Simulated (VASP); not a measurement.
A run of VASP 6.6.1 is set up as follows.

File INCAR:

```
  ALGO = Normal
  EDIFF = 1E-6
  ENCUT = 520
  GGA = RE
  ISIF = 2
  ISMEAR = -1
  ISPIN = 2
  LASPH = T
  LCHARG = T
  LELF = T
  LMAXMIX = 4
  LORBIT = 11
  LREAL = F
  LVHAR = T
  LWAVE = F
  MAGMOM = 0.634
  NBANDS = 15
  NELM = 150
  PREC = Accurate
  SIGMA = 0.05
```

Contents of KPOINTS:

```
k-points
0
Gamma
  15 15 15
```

The input POSCAR:

```
Ni
1.0
    2.3153363497      0.0000000000      0.0000000000
    0.0000000000      2.3153363497      0.0000000000
    0.0000000000      0.0000000000      2.3153363497
Ni
1
Direct
    0.0000000000      0.0000000000      0.0000000000
```

Potentials or basis: VASP PAW PBE potentials, release 64 (Ni).

Launch:

```sh
$ cat potpaw_PBE.64/Ni/POTCAR > POTCAR
$ mpirun -np 1 vasp_std > vasp.out
```

Q: Estimate the pressure.

A: 5.8 GPa.

Q: What does it give for the net moment?

A: 0.50 μB per cell.

Q: Predict the site moments.

A: Ni +0.50 μB.

Caveat: the cell stands under pressure; the PAW data sets were made with another functional, which shifts forces and pressure a little.
